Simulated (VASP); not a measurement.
Here is a VASP 6.6.1 calculation.

File INCAR:

```
SYSTEM = Ag
ALGO = Normal
EDIFF = 1E-7
EDIFFG = -0.03
ENCUT = 500
GGA = PE
GGA_COMPAT = .FALSE.
IBRION = 2
ISIF = 3
ISMEAR = -1
LASPH = .TRUE.
LCHARG = .FALSE.
LREAL = .FALSE.
LWAVE = .FALSE.
NELM = 120
NELMIN = 4
NSW = 80
PREC = Accurate
PSTRESS = 200.0
SIGMA = 0.1
```

KPOINTS

```
k-points
0
G
  18 18 18
  0 0 0
```

POSCAR

```
Ag
1.0
    0.0000000000      2.0450000000      2.0450000000
    2.0450000000      0.0000000000      2.0450000000
    2.0450000000      2.0450000000      0.0000000000
Ag
1
Direct
    0.0000000000      0.0000000000      0.0000000000
```

Potentials or basis: VASP PAW PBE potentials, release 64 (Ag).

Run with:

```bash
$ cat potpaw_PBE.64/Ag/POTCAR > POTCAR
$ mpirun -np 1 vasp_std > vasp.out
```

Problem. Estimate the relaxed cell.

Solution. a = 2.794 Å, b = 2.794 Å, c = 2.794 Å, α = 60.00°, β = 60.00°, γ = 60.00°.

Problem. Predict the space group after relaxing (to 0.1 Å).

Solution. Fm-3m (No. 225).

Problem. What does it give for the band gap on the k mesh?

Solution. Zero (an odd number of electrons rules out a gap without spin polarisation).

Problem. Estimate the relaxed volume.

Solution. 15.43 Å³/atom.

Final structure:
```xyz
1
Lattice="0.0000 1.9760 1.9760 1.9760 0.0000 1.9760 1.9760 1.9760 0.0000" Properties=species:S:1:pos:R:3 pbc="T T T"
Ag    0.0000    0.0000    0.0000
```

Caveat: the cell is relaxed towards a set pressure, so the run minimises the enthalpy, not the energy.
